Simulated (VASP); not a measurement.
Set up this calculation in VASP 6.6.1, as the native input.

| Property | Result |
| --- | --- |
| Task | relaxation of cell and atoms |
| Functional | PBEsol |
| Potentials or basis | VASP PAW PBE potentials, release 64 (W_sv, C) |
| Cutoff | 600 eV |
| k mesh | 7 × 7 × 7 |
| Occupations | methfessel-paxton, width 0.1057 eV |
| Spin | no spin polarisation |
| Hubbard terms | W d U = 4.66 eV, J = 0.92 eV |
| Dipole correction | no |
| LDAUTYPE | 1 |
| Hund's J | 0.92 |
| Further INCAR settings | ALGO = Normal; EDIFF = 1e-07; IBRION = 2; EDIFFG = -0.01; NSW = 60; ISIF = 3 |

The structure of WC lies in POSCAR:

```
WC
1.0
   -2.9209057000      0.0000000000     -2.8535823600
    1.4604528500     -2.5295736700      0.0000000000
   -2.9209057000      0.0000000000      2.8535823600
W C
2 2
Direct
    0.0000000000      0.0000000000      0.0000000000
    0.5000000000      0.0000000000      0.5000000000
    0.9166650000      0.6666700000      0.4166650000
    0.4166650000      0.6666700000      0.9166650000
```

These files were run (other wordings do the same):

INCAR

```
ALGO     = Normal         # electronic algorithm
EDIFF    = 1E-7           # SCF threshold, eV
EDIFFG   = -0.01          # ionic threshold
ENCUT    = 600            # plane-wave cutoff, eV
GGA      = PS             # functional
IBRION   = 2              # ionic algorithm
ISIF     = 3              # what is computed and relaxed
ISMEAR   = 1              # smearing method
LASPH    = True           # aspherical terms in the spheres
LCHARG   = False          # write CHGCAR
LDAU     = True           # DFT+U
LDAUJ    = 0.92 0       
LDAUL    = 2 -1           # shell
LDAUPRINT= 1            
LDAUTYPE = 1            
LDAUU    = 4.66 0         # U, eV
LMAXMIX  = 4              # l up to which the mixer works
LREAL    = False          # projectors in reciprocal space
LWAVE    = False          # write WAVECAR
NELM     = 150            # most SCF steps
NSW      = 60             # ionic steps
PREC     = Accurate       # precision mode
SIGMA    = 0.1057         # smearing width, eV
```

KPOINTS

```
k-points
0
Gamma
  7 7 7
```

Potentials or basis: VASP PAW PBE potentials, release 64 (W_sv, C).

Launch:

```bash
$ cat potpaw_PBE.64/W_sv/POTCAR potpaw_PBE.64/C/POTCAR > POTCAR
$ mpirun -np 1 vasp_std > vasp.out
```

It gave:

The relaxed volume is 10.53 Å³/atom, the relaxed cell is a = 4.081 Å, b = 2.923 Å, c = 4.081 Å, α = 110.99°, β = 88.62°, γ = 110.99° and the space group after relaxing (to 0.05 Å) is P-6m2 (No. 187). The energy gained by relaxing is 0.0 meV/atom and the ionic steps are 5. The pressure after relaxing is 0.0 GPa, the largest force after relaxing is 0.004 eV/Å and the band gap on the k mesh is zero (band 18 reaches 11.39 eV, above the bottom of band 19 at 10.61 eV).

Caveat: the PAW data sets were made with another functional, which shifts forces and pressure a little; spin-orbit coupling is left out, which moves the levels of the heavy elements; U without spin polarisation on a metal has little footing; the U is typed as a test and isn't derived for this compound.

Run time: 2.2 min on 1 thread of Intel(R) Xeon(R) 6975P-C (Granite Rapids), with other jobs on the host, peak memory 0.25 GiB.
